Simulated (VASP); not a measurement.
Runs of VASP 6.6.1 on Ti. The structure is that of space group P6_3/mmc (No. 194), or close to it. The cells are those of the table. 

```tsv
cell	gap on the mesh (eV)	pressure (GPa)
a = 2.994, b = 2.994, c = 4.686 Å, angles 90.0, 90.0, 120.0°, 2 atoms	none	(a)
a = 3.083, b = 3.083, c = 4.686 Å, angles 90.0, 90.0, 120.0°, 2 atoms	none	(b)
a = 2.817, b = 2.817, c = 4.686 Å, angles 90.0, 90.0, 120.0°, 2 atoms	none	10.0
a = 2.773, b = 2.773, c = 4.686 Å, angles 90.0, 90.0, 120.0°, 2 atoms	none	15.0
a = 2.906, b = 2.906, c = 4.686 Å, angles 90.0, 90.0, 120.0°, 2 atoms	none	1.6
```

Alike in all rows: task single point; level r2SCAN; potentials or basis VASP PAW PBE potentials, release 64 (Ti_sv); no spin polarisation; k mesh 18 × 18 × 10; cutoff (eV) 520; smearing gaussian 0.15 eV.

Task: Estimate the missing entries.

Result: (a) -5.0; (b) -10.2.

Caveats: the PAW data sets were made with another functional, which shifts forces and pressure a little; the cell stands under tension (at least some runs); the stress differs along the axes, from 5 to 12 GPa (at least some runs); the stress differs along the axes, from 9 to 18 GPa (at least some runs).

A gap of «none» marks levels without a gap at the run's occupations.
